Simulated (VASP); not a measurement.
# K (Im-3m) in VASP: single point with PBE

Aim: the single point of K with PBE.

Program: VASP 6.6.1. These are calculated values, not measurements. Logs are shortened: lines on timing, memory, paths and dates and some standing lists are left out, and cuts for length are marked.

### Step 1. The cell of the first run

It takes space group Im-3m (No. 229, cubic). The conventional cell has a = 5.230 Å, b = 5.230 Å, c = 5.230 Å, α = 90.00°, β = 90.00°, γ = 90.00°.

### Step 2. Single point, PBE

The input, INCAR:

```
SYSTEM = K
PREC     = Accurate       ! precision mode
ENCUT    = 520            ! plane-wave cutoff, eV
EDIFF    = 1E-6           ! SCF threshold, eV
ISMEAR   = 0              ! smearing method
SIGMA    = 0.05           ! smearing width, eV
LREAL    = .False.        ! projectors in reciprocal space
LASPH    = .True.         ! aspherical terms in the spheres
NELM     = 80             ! most SCF steps
ALGO     = Fast           ! electronic algorithm
ISIF     = 2              ! what is computed and relaxed
LWAVE    = .False.        ! write WAVECAR
LCHARG   = .False.        ! write CHGCAR
GGA      = PE             ! functional
NBANDS   = 10             ! bands
```

The input, KPOINTS:

```
Automatic mesh
0
Gamma
  6 6 6
  0 0 0
```

The input, POSCAR:

```
K
1.0
   -2.6150000000      2.6150000000      2.6150000000
    2.6150000000     -2.6150000000      2.6150000000
    2.6150000000      2.6150000000     -2.6150000000
K
1
Direct
    0.0000000000      0.0000000000      0.0000000000
```

Potentials or basis: VASP PAW PBE potentials, release 64 (K_sv).

The run is started by

```console
$ cat potpaw_PBE.64/K_sv/POTCAR > POTCAR
$ mpirun -np 1 vasp_std > vasp.out
```

OUTCAR:

```text
SYSTEM = K
   PREC = Accurate
   ENCUT = 520
   EDIFF = 1E-6
   ISMEAR = 0
   LREAL = .False.
   LASPH = .True.
   NELM = 80
   ISIF = 2
   GGA = PE

 ion  position               nearest neighbor table
   1  0.000  0.000  0.000-

  LATTYP: Found a body centered cubic cell.
 ALAT       =     5.2300000000

  Lattice vectors:

 A1 = (  -2.6150000000,   2.6150000000,   2.6150000000)
 A2 = (   2.6150000000,  -2.6150000000,   2.6150000000)
 A3 = (   2.6150000000,   2.6150000000,  -2.6150000000)

Analysis of symmetry for initial positions (statically):
=====================================================================
 Subroutine PRICEL returns:
 Original cell was already a primitive cell.

 Routine SETGRP: Setting up the symmetry group for a
 body centered cubic supercell.

 Subroutine GETGRP returns: Found 48 space group operations
 (whereof 48 operations were pure point group operations)
 out of a pool of 48 trial point group operations.

The static configuration has the point symmetry O_h .

Analysis of symmetry for dynamics (positions and initial velocities):
=====================================================================
 Subroutine PRICEL returns:
 Original cell was already a primitive cell.

 Routine SETGRP: Setting up the symmetry group for a
 body centered cubic supercell.

 Subroutine GETGRP returns: Found 48 space group operations
 (whereof 48 operations were pure point group operations)
 out of a pool of 48 trial point group operations.

The dynamic configuration has the point symmetry O_h .

 Subroutine INISYM returns: Found 48 space group operations
 (whereof 48 operations are pure point group operations),
 and found     1 'primitive' translations

----------------------------------------------------------------------------------------

                                     Primitive cell

  volume of cell :      71.5278

  direct lattice vectors                    reciprocal lattice vectors
    -2.615000000  2.615000000  2.615000000     0.000000000  0.191204589  0.191204589
     2.615000000 -2.615000000  2.615000000     0.191204589  0.000000000  0.191204589
     2.615000000  2.615000000 -2.615000000     0.191204589  0.191204589  0.000000000

  length of vectors
     4.529312862  4.529312862  4.529312862     0.270404123  0.270404123  0.270404123

  position of ions in fractional coordinates (direct lattice)
     0.000000000  0.000000000  0.000000000

  ion indices of the primitive-cell ions
   primitive index   ion index
                 1           1

----------------------------------------------------------------------------------------

 KPOINTS: Automatic mesh

Automatic generation of k-mesh.
 Grid dimensions read from file:
 generate k-points for:    6    6    6

 Generating k-lattice:

  Cartesian coordinates                     Fractional coordinates (reciprocal lattice)
     0.000000000  0.031867431  0.031867431     0.166666667  0.000000000  0.000000000
     0.031867431  0.000000000  0.031867431     0.000000000  0.166666667  0.000000000
     0.031867431  0.031867431  0.000000000     0.000000000  0.000000000  0.166666667

  Length of vectors
     0.045067354  0.045067354  0.045067354

  Shift w.r.t. Gamma in fractional coordinates (k-lattice)
     0.000000000  0.000000000  0.000000000

 Subroutine IBZKPT returns following result:
 ===========================================

 Found     16 irreducible k-points:

 Following reciprocal coordinates:
            Coordinates               Weight
  0.000000  0.000000  0.000000      1.000000
  0.166667  0.000000  0.000000     12.000000
  0.333333  0.000000  0.000000     12.000000
  0.500000  0.000000  0.000000      6.000000
  0.166667  0.166667  0.000000     24.000000
  0.333333  0.166667  0.000000     48.000000
[... 8 lines left out ...]
  0.500000  0.500000  0.333333     12.000000
  0.500000  0.500000  0.500000      1.000000
   k-points           NKPTS =     16   k-points in BZ     NKDIM =     16   number of bands    NBANDS=     10
   number of dos      NEDOS =    301   number of ions     NIONS =      1
   total plane-waves  NPLWV =  46656
   dimension x,y,z NGX =    36 NGY =   36 NGZ =   36
   dimension x,y,z NGXF=    72 NGYF=   72 NGZF=   72
   ions per type =               1
   NGX,Y,Z   is equivalent  to a cutoff of  13.21, 13.21, 13.21 a.u.
   NGXF,Y,Z  is equivalent  to a cutoff of  26.43, 26.43, 26.43 a.u.
 SYSTEM =  K
   PREC   = accura    normal or accurate (medium, high low for compatibility)
   ISTART =      0    job   : 0-new  1-cont  2-samecut
   ICHARG =      2    charge: 1-file 2-atom 10-const
   ISPIN  =      1    spin polarized calculation?
   LNONCOLLINEAR =      F non collinear calculations
   LSORBIT =      F    spin-orbit coupling
   LASPH  =      T    aspherical Exc in radial PAW
   ENCUT  =  520.0 eV  38.22 Ry    6.18 a.u.   8.42  8.42  8.42*2*pi/ulx,y,z
   NELM   =     80;   NELMIN=  2; NELMDL= -5     # of ELM steps
   EDIFF  = 0.1E-05   stopping-criterion for ELM
   LREAL  =      F    real-space projection
   EDIFFG = 0.1E-04   stopping-criterion for IOM
   NSW    =      0    number of steps for IOM
   IBRION =     -1    ionic relax: 0-MD 1-quasi-New 2-CG
   NFREE  =      0    steps in history (QN), initial steepest desc. (CG)
   ISIF   =      2    stress and relaxation
   ISYM   =      2    0-nonsym 1-usesym 2-fastsym
   POTIM  = 0.5000    time-step for ionic-motion
   TEBEG  =    0.0;   TEEND  =   0.0 temperature during run
   PSTRESS=    0.0 pullay stress
   NELECT =       9.0000    total number of electrons
   NUPDOWN=      -1.0000    fix difference up-down
   EMIN   =  10.00;   EMAX   =-10.00  energy-range for DOS
   EFERMI =   0.00;   METHOD = LEGACY
   ISMEAR =     0;   SIGMA  =   0.05  broadening in eV -4-tet -1-fermi 0-gaus
   EFERMI_NEDOS =   21; number of points for ismear=-14 and -15
   IALGO  =     68    algorithm
   IMIX   =      4    mixing-type and parameters
     AMIX     =   0.40;   BMIX     =  1.00
     AMIX_MAG =   1.60;   BMIX_MAG =  1.00
  volume/ion in A,a.u.               =      71.53       482.69
  Fermi-wavevector in a.u.,A,eV,Ry     =   0.820346  1.550230  9.156290  0.672968
  Thomas-Fermi vector in A             =   1.931312
   LORBIT       =      0    0 simple, 1 ext, 2 COOP (PROOUT), +10 PAW based schemes
   GGA     = PE    functional components
   LHFCALC =     F    Hartree Fock is set to
   AEXX    =    0.0000 exact exchange contribution
   IVDW    =     0    specifies the selected vdW correction
   LEPSILON=     F    determine dielectric tensor
   LRPA    =     F    only Hartree local field effects (RPA)
 non-spin polarized calculation
 RMM-DIIS sequential band-by-band and
 Gauss-broadening in eV      SIGMA  =   0.05
  energy-cutoff  :      520.00
  volume of cell :       71.53
 maximum number of plane-waves:      1961
 NGX is ok and might be reduce to    36
   NGX = 17   NGY = 17   NGZ = 17

 number of electron       9.0000000 magnetization

 Free energy of the ion-electron system (eV)
  ---------------------------------------------------
  ext. energy  EPLUGINS =         0.00000000
  ---------------------------------------------------
  free energy    TOTEN  =        -1.02554267 eV

  energy without entropy =       -1.01935098  energy(sigma->0) =       -1.02244682

 E-fermi :  -0.0296     XC(G=0):  -5.7188

 val. band max:       -0.3046026771   @ k =   0.1667   0.1667   0.1667
 cond. band min:      -0.0240855523   @ k =   0.3333   0.1667   0.0000
 fundamental gap:      0.2805171248
 Fermi energy:        -0.0296473249

 k-point     1 :       0.0000    0.0000    0.0000
  band No.  band energies     occupation
      1     -32.1732      2.00000
      2     -15.6206      2.00000
      3     -15.6206      2.00000
      4     -15.6206      2.00000
      5      -2.2539      2.00000
      6       4.2639      0.00000
      7       4.2639      0.00000
      8       4.2639      0.00000
      9       5.1913      0.00000
     10       5.1913      0.00000

 k-point     2 :       0.1667    0.0000    0.0000
  band No.  band energies     occupation
      1     -32.1720      2.00000
      2     -15.6395      2.00000
      3     -15.6269      2.00000
      4     -15.6206      2.00000
      5      -1.9044      2.00000
      6       3.6286      0.00000
      7       3.8795      0.00000
      8       4.5468      0.00000
      9       4.9424      0.00000
     10       5.1333      0.00000

 k-point     3 :       0.3333    0.0000    0.0000
  band No.  band energies     occupation
      1     -32.1696      2.00000
      2     -15.6768      2.00000
      3     -15.6394      2.00000
      4     -15.6206      2.00000
      5      -0.9210      2.00000
      6       2.1147      0.00000
      7       3.3322      0.00000
      8       5.0374      0.00000
      9       5.2556      0.00000
     10       5.3625      0.00000

 k-point     4 :       0.5000    0.0000    0.0000
  band No.  band energies     occupation
      1     -32.1685      2.00000
      2     -15.6951      2.00000
      3     -15.6457      2.00000
      4     -15.6206      2.00000
      5       0.3875      0.00000
      6       0.6448      0.00000
      7       3.1169      0.00000
      8       4.8683      0.00000
      9       5.7269      0.00000
     10       5.9750      0.00000

 k-point     5 :       0.1667    0.1667    0.0000
  band No.  band energies     occupation
      1     -32.1702      2.00000
      2     -15.6648      2.00000
      3     -15.6347      2.00000
      4     -15.6249      2.00000
      5      -1.2363      2.00000
      6       2.7891      0.00000
      7       3.1839      0.00000
      8       4.8223      0.00000
      9       4.9365      0.00000
     10       5.5288      0.00000

 k-point     6 :       0.3333    0.1667    0.0000
  band No.  band energies     occupation
      1     -32.1685      2.00000
      2     -15.6857      2.00000
      3     -15.6494      2.00000
      4     -15.6264      2.00000
      5      -0.0241      0.87500
      6       1.4640      0.00000
      7       2.6841      0.00000
      8       4.6682      0.00000
      9       5.3350      0.00000
     10       5.7573      0.00000
[... 79 lines left out ...]
 k-point    13 :      -0.3333    0.5000    0.1667
  band No.  band energies     occupation
      1     -32.1671      2.00000
      2     -15.6807      2.00000
      3     -15.6641      2.00000
      4     -15.6398      2.00000
      5       0.5107      0.00000
      6       1.6495      0.00000
      7       2.3932      0.00000
      8       4.2310      0.00000
      9       4.7166      0.00000
     10       5.7949      0.00000

 k-point    14 :      -0.3333    0.3333    0.3333
  band No.  band energies     occupation
      1     -32.1667      2.00000
      2     -15.6697      2.00000
      3     -15.6603      2.00000
      4     -15.6603      2.00000
      5       0.2370      0.00000
      6       2.1492      0.00000
      7       3.4163      0.00000
      8       3.4163      0.00000
      9       4.0446      0.00000
     10       5.6849      0.00000

 k-point    15 :       0.5000    0.5000    0.3333
  band No.  band energies     occupation
      1     -32.1657      2.00000
      2     -15.6795      2.00000
      3     -15.6672      2.00000
      4     -15.6610      2.00000
      5       1.2322      0.00000
      6       1.4557      0.00000
      7       3.0066      0.00000
      8       3.4031      0.00000
      9       4.1892      0.00000
     10       6.2691      0.00000

 k-point    16 :       0.5000    0.5000    0.5000
  band No.  band energies     occupation
      1     -32.1648      2.00000
      2     -15.6743      2.00000
      3     -15.6743      2.00000
      4     -15.6743      2.00000
      5       1.6011      0.00000
      6       1.6011      0.00000
      7       3.4950      0.00000
      8       3.4950      0.00000
      9       3.4950      0.00000
     10       5.6301      0.00000

------------------------ aborting loop because EDIFF is reached ----------------------------------------

  FORCE on cell =-STRESS in cart. coord.  units (eV):
  Direction    XX          YY          ZZ          XY          YZ          ZX
  --------------------------------------------------------------------------------------
  -------------------------------------------------------------------------------------
  Total        0.0632450      0.0632450      0.0632450     -0.0000000     -0.0000000     -0.0000000
  in kB        1.4166481      1.4166481      1.4166481     -0.0000000     -0.0000000     -0.0000000
  external PRESSURE =       1.4166481 kB  Pullay stress =       0.0000000 kB

 VOLUME and BASIS-vectors are now :
 -----------------------------------------------------------------------------
  energy-cutoff  :      520.00
  volume of cell :       71.53
      direct lattice vectors                 reciprocal lattice vectors
    -2.615000000  2.615000000  2.615000000     0.000000000  0.191204589  0.191204589
     2.615000000 -2.615000000  2.615000000     0.191204589  0.000000000  0.191204589
     2.615000000  2.615000000 -2.615000000     0.191204589  0.191204589  0.000000000

 POSITION                                       TOTAL-FORCE (eV/Angst)
 -----------------------------------------------------------------------------------
      0.00000      0.00000      0.00000        -0.000000      0.000000     -0.000000
 -----------------------------------------------------------------------------------
    total drift:                               -0.000000      0.000000      0.000000

  FREE ENERGIE OF THE ION-ELECTRON SYSTEM (eV)
  ---------------------------------------------------
  free  energy   TOTEN  =        -1.0255426675 eV

  energy  without entropy=       -1.0193509820  energy(sigma->0) =       -1.02244682
```

It took 15 s on 1 thread of Intel Xeon 6975P-C, shared host; peak memory 0.19 GiB.

Results:

* Free energy: -1.0255 eV
* Pressure: 0.1 GPa

Levels at points of the mesh, in eV from the Fermi level:
| k point | band 1 | band 2 | band 3 | band 4 | band 5 | band 6 | band 7 | band 8 |
| --- | --- | --- | --- | --- | --- | --- | --- | --- |
| (0.00, 0.00, 0.00) | -32.14 | -15.59 | -15.59 | -15.59 | -2.22 | 4.29 | 4.29 | 4.29 |
| (0.50, 0.00, 0.00) | -32.14 | -15.67 | -15.62 | -15.59 | 0.42 | 0.67 | 3.15 | 4.90 |
| (0.50, 0.50, 0.50) | -32.14 | -15.64 | -15.64 | -15.64 | 1.63 | 1.63 | 3.52 | 3.52 |
